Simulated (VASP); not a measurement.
Wanted: the native input for a VASP 6.6.1 run.

```
Task                   : single point
Functional             : PBEsol
Potentials or basis    : VASP PAW PBE potentials, release 64 (Zn, Cu)
Cutoff                 : 520 eV
k mesh                 : 14 × 14 × 14
Occupations            : gaussian, width 0.1 eV
Spin                   : no spin polarisation
Dipole correction      : no
Further INCAR settings : ALGO = Normal; EDIFF = 1e-06; NBANDS = 18
```

The structure of ZnCu lies in POSCAR:

```
ZnCu
1.0
    2.8602429000      0.0000000000      0.0000000000
    0.0000000000      2.8602429000      0.0000000000
    0.0000000000      0.0000000000      2.8602429000
Zn Cu
1 1
Direct
    0.5000000000      0.5000000000      0.5000000000
    0.0000000000      0.0000000000      0.0000000000
```

This cell differs from its parent crystal: strained.

The input as run:

INCAR

```
PREC     = Accurate       # precision mode
ENCUT    = 520            # plane-wave cutoff, eV
EDIFF    = 1E-6           # SCF threshold, eV
ISMEAR   = 0              # smearing method
SIGMA    = 0.1            # smearing width, eV
LREAL    = F              # projectors in reciprocal space
LASPH    = T              # aspherical terms in the spheres
NELM     = 60             # most SCF steps
ALGO     = Normal         # electronic algorithm
ISIF     = 2              # what is computed and relaxed
LWAVE    = F              # write WAVECAR
LCHARG   = F              # write CHGCAR
GGA      = PS             # functional
NBANDS   = 18             # bands
```

KPOINTS

```
Automatic mesh
0
Gamma
  14 14 14
```

Potentials or basis: VASP PAW PBE potentials, release 64 (Zn, Cu).

Run with:

```sh
$ cat potpaw_PBE.64/Zn/POTCAR potpaw_PBE.64/Cu/POTCAR > POTCAR
$ mpirun -np 1 vasp_std > vasp.out
```

Results of the run:

```json
{"Pressure": "8.5 GPa"}
```

Caveat: the cell differs from its parent crystal (strained); the PAW data sets were made with another functional, which shifts forces and pressure a little.

It took 16 s on 1 thread of Intel(R) Xeon(R) 6975P-C (Granite Rapids), with other jobs on the host, peak memory 0.17 GiB.
